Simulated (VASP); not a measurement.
# Al in VASP: further runs, part 2 of 2

VASP 6.6.1. Earlier steps stand in the parts before.

### Step 4. Single point, r2SCAN, collinear spin

This run uses another cell than the first one.

POSCAR reads:

```
Al
1.0
   10.1000000000      0.0000000000      0.0000000000
    0.0000000000      9.3000000000      0.0000000000
    0.0000000000      0.0000000000      4.7396703723
Al
2
Direct
    0.4604861581      0.5000000000      0.0000000000
    0.5395138419      0.5000000000      0.5000000000
```

INCAR.step1 reads:

```
ALGO     = Normal         # electronic algorithm
EDIFF    = 1E-4           # SCF threshold, eV
ENCUT    = 520            # plane-wave cutoff, eV
GGA      = PE             # functional
ISMEAR   = 0              # smearing method
ISPIN    = 2              # spin polarisation
LASPH    = True           # aspherical terms in the spheres
LCHARG   = False          # write CHGCAR
LREAL    = False          # projectors in reciprocal space
LWAVE    = True           # write WAVECAR
MAGMOM   = 0.5 0.5        # initial moments
NBANDS   = 14             # bands
NELM     = 150            # most SCF steps
PREC     = Accurate       # precision mode
SIGMA    = 0.05           # smearing width, eV
```

INCAR.step2 reads:

```
ALGO     = Normal         # electronic algorithm
EDIFF    = 1E-6           # SCF threshold, eV
ENCUT    = 520            # plane-wave cutoff, eV
ISIF     = 2              # what is computed and relaxed
ISMEAR   = 0              # smearing method
ISPIN    = 2              # spin polarisation
ISTART   = 1            
LASPH    = True           # aspherical terms in the spheres
LCHARG   = True           # write CHGCAR
LELF     = True           # ELF
LMIXTAU  = True         
LORBIT   = 11             # projections on sites
LREAL    = False          # projectors in reciprocal space
LVHAR    = True         
LWAVE    = False          # write WAVECAR
MAGMOM   = 0.5 0.5        # initial moments
METAGGA  = R2SCAN         # meta-GGA
NBANDS   = 14             # bands
NELM     = 150            # most SCF steps
PREC     = Accurate       # precision mode
SIGMA    = 0.05           # smearing width, eV
```

KPOINTS reads:

```
k-points
0
Gamma
  1 1 14
```

Potentials or basis: VASP PAW PBE potentials, release 64 (Al).

Started as:

```bash
$ cat potpaw_PBE.64/Al/POTCAR > POTCAR
$ cp INCAR.step1 INCAR
$ mpirun -np 1 vasp_std > vasp.out
$ cp INCAR.step2 INCAR
$ mpirun -np 1 vasp_std > vasp.out
```

OUTCAR:

```text
EDIFF = 1E-6
   ENCUT = 520
   ISIF = 2
   ISMEAR = 0
   ISPIN = 2
   ISTART = 1
   LASPH = True
   LORBIT = 11
   LREAL = False
   METAGGA = R2SCAN
   NELM = 150
   PREC = Accurate

 ion  position               nearest neighbor table
   1  0.460  0.500  0.000-   2 2.50   2 2.50
   2  0.540  0.500  0.500-   1 2.50   1 2.50

  LATTYP: Found a simple orthorhombic cell.
 ALAT       =     4.7396703723
 B/A-ratio  =     1.9621617685
 C/A-ratio  =     2.1309498777

  Lattice vectors:

 A1 = (   0.0000000000,   0.0000000000,  -4.7396703723)
 A2 = (   0.0000000000,   9.3000000000,   0.0000000000)
 A3 = (  10.1000000000,   0.0000000000,   0.0000000000)

Analysis of symmetry for initial positions (statically):
=====================================================================
 Subroutine PRICEL returns:
 Original cell was already a primitive cell.

 Routine SETGRP: Setting up the symmetry group for a
 simple orthorhombic supercell.
[... 444 lines left out ...]
      8       1.9957      0.00000
      9       3.0354      0.00000
     10       3.0354      0.00000
     11       3.6315      0.00000
     12       3.6315      0.00000
     13       3.9251      0.00000
     14       3.9251      0.00000

------------------------ aborting loop because EDIFF is reached ----------------------------------------

  FORCE on cell =-STRESS in cart. coord.  units (eV):
  Direction    XX          YY          ZZ          XY          YZ          ZX
  --------------------------------------------------------------------------------------
  -------------------------------------------------------------------------------------
  Total        0.0464373      0.0376657     -0.0198132      0.0000000      0.0000000      0.0000000
  in kB        0.1671187      0.1355513     -0.0713040      0.0000000      0.0000000      0.0000000
  external PRESSURE =       0.0771220 kB  Pullay stress =       0.0000000 kB

 VOLUME and BASIS-vectors are now :
 -----------------------------------------------------------------------------
  energy-cutoff  :      520.00
  volume of cell :      445.20
      direct lattice vectors                 reciprocal lattice vectors
    10.100000000  0.000000000  0.000000000     0.099009901  0.000000000  0.000000000
     0.000000000  9.300000000  0.000000000     0.000000000  0.107526882  0.000000000
     0.000000000  0.000000000  4.739670372     0.000000000  0.000000000  0.210985136

 POSITION                                       TOTAL-FORCE (eV/Angst)
 -----------------------------------------------------------------------------------
      4.65091      4.65000      0.00000        -0.004237      0.000000      0.000000
      5.44909      4.65000      2.36984         0.004237      0.000000      0.000000
 -----------------------------------------------------------------------------------
    total drift:                               -0.000000      0.000000      0.000000

  FREE ENERGIE OF THE ION-ELECTRON SYSTEM (eV)
  ---------------------------------------------------
  free  energy   TOTEN  =        -9.5303276609 eV

  energy  without entropy=       -9.5283092915  energy(sigma->0) =       -9.52931848

 total charge

# of ion       s       p       d       tot
------------------------------------------
    1        0.512   0.306   0.000   0.819
    2        0.512   0.306   0.000   0.819
--------------------------------------------------
tot          1.025   0.612   0.000   1.637

 magnetization (x)

# of ion       s       p       d       tot
------------------------------------------
    1        0.005   0.047   0.000   0.052
    2        0.005   0.047   0.000   0.052
--------------------------------------------------
tot          0.010   0.093   0.000   0.104
```

Wall time 14 min (1 thread of Intel Xeon 8259CL, shared host); peak memory 0.75 GiB.

Results:

```
Free energy                                           : -9.5303 eV
Largest force                                         : 0.004 eV/Å
Net moment                                            : 0.71 μB per cell
Site moments                                          : Al +0.05 μB
Valence electrons inside the program's atomic spheres : Al 0.82
```

Forces in eV/Å, atoms in the order of the input:
```
Al  -0.004  0.000  0.000
Al   0.004  0.000  0.000
```

Caveat: the PAW data sets were made with another functional, which shifts forces and pressure a little.

### Step 5. The runs side by side

```tsv
cell	k mesh	gap on the mesh (eV)	moment (μB)	largest force (eV/Å)
a = 11.300, b = 9.300, c = 2.447 Å, 2 atoms, atomic positions A	1 × 1 × 24	none	0.00	0.01
a = 10.100, b = 9.300, c = 4.573 Å, 2 atoms, atomic positions B	1 × 1 × 14	none	0.85	0.38
a = 10.100, b = 9.300, c = 4.740 Å, 2 atoms, atomic positions C	1 × 1 × 14	none	0.71	-
```

Alike in all rows: task single point; level r2SCAN; potentials or basis VASP PAW PBE potentials, release 64 (Al); spin collinear; cutoff (eV) 520; smearing gaussian 0.05 eV.

Caveats: the PAW data sets were made with another functional, which shifts forces and pressure a little.

Absolute energies hang on the potentials; compare differences alone.
